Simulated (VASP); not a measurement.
Set up this calculation in VASP 6.6.1, as the native input.

* Task: electric field gradients
* Functional: PBE
* Potentials or basis: VASP PAW PBE potentials, release 64 (P)
* Cutoff: 520 eV
* k mesh: 8 × 8 × 7
* Occupations: fermi-dirac, width 0.08 eV
* Spin: no spin polarisation
* Dipole correction: no
* Further INCAR settings: ALGO = Normal; EDIFF = 1e-08; NBANDS = 8

The structure of P lies in POSCAR:

```
P
1.0
    4.2729048574      0.0000000000      0.0000000000
    0.0000000000      4.2729048574      0.0000000000
    0.0000000000      0.0000000000      4.3780000000
P
1
Direct
    0.0000000000      0.0000000000      0.0000000000
```

The input as run:

INCAR

```
ALGO = Normal ; EDIFF = 1E-8
ENCUT = 520 ; GGA = PE
ISIF = 2 ; ISMEAR = -1
LASPH = True ; LCHARG = False
LEFG = True ; LREAL = False
LWAVE = False ; NBANDS = 8
NELM = 60 ; PREC = Accurate
SIGMA = 0.08
```

KPOINTS

```
k-points
0
Gamma
  8 8 7
```

Potentials or basis: VASP PAW PBE potentials, release 64 (P).

Command:

```sh
$ cat potpaw_PBE.64/P/POTCAR > POTCAR
$ mpirun -np 1 vasp_std > vasp.out
```

Results of the run:

| Quantity | Value |
| --- | --- |
| Pressure | -3.5 GPa |

Caveat: without QUAD_EFG the Cq values of the log hold for a quadrupole moment of 1 mb, not for the nuclei.

It took 19 s on 1 thread of Intel(R) Xeon(R) Platinum 8488C (Sapphire Rapids), on a shared host, peak memory 0.19 GiB.
